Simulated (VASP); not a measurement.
**Si2W: single point with LDA**

Crystal: Si2W.

```
CELL_PARAMETERS angstrom
-1.54934 1.54934 4.10761
1.54934 -1.54934 4.10761
1.54934 1.54934 -4.10761
ATOMIC_POSITIONS crystal
Si 0.35611 0.35611 0.00000
Si 0.64389 0.64389 0.00000
W 0.00000 0.00000 0.00000
```

This cell differs from its parent crystal: atoms shifted along a free coordinate, c/a of the conventional cell at fixed volume 2.6512.

```
Program                : VASP 6.6.1
Task                   : single point
Functional             : LDA
Potentials or basis    : VASP PAW LDA potentials, release 64 (Si, W_sv)
Cutoff                 : 520 eV
k mesh                 : 18 × 18 × 18
Occupations            : gaussian, width 0.15 eV
Spin                   : no spin polarisation
Dipole correction      : no
Further INCAR settings : ALGO = Normal; EDIFF = 1e-07; NBANDS = 18
```

```
Pressure               : 12.3 GPa
Largest force          : 3.422 eV/Å
Band gap on the k mesh : zero (bands 11 and 12 overlap by 0.67 eV)
```

Forces on the atoms (eV/Å):
```
Si   0.000  0.000 -3.422
Si   0.000  0.000  3.422
W    0.000  0.000  0.000
```

Stress tensor (GPa, compression positive):
```
19.02  0.00  0.00
 0.00 19.02  0.00
 0.00  0.00 -1.22
```

Levels at points of the mesh, in eV from the Fermi level:
```tsv
k point	band 8	band 9	band 10	band 11	band 12	band 13	band 14	band 15
(0.00, 0.00, 0.00)	-4.32	-2.23	-2.23	0.41	2.49	2.49	3.78	4.05
(0.50, 0.00, 0.00)	-5.16	-3.50	-2.95	-0.29	2.13	2.90	3.62	4.15
(0.50, 0.50, 0.00)	-4.70	-4.24	-4.21	-2.55	2.86	3.11	3.24	3.66
(0.50, 0.50, 0.50)	-2.18	-0.86	-0.86	0.19	0.19	0.49	3.65	3.94
```

Run time: 9.9 min on 1 thread of Intel Xeon 8259CL, on a shared host, peak memory 0.43 GiB.

Caveat: the cell stands under pressure; spin-orbit coupling is left out, which moves the levels of the heavy elements; forces of over 1 eV/Å act on the atoms, so gaps and moduli don't describe the material at rest.
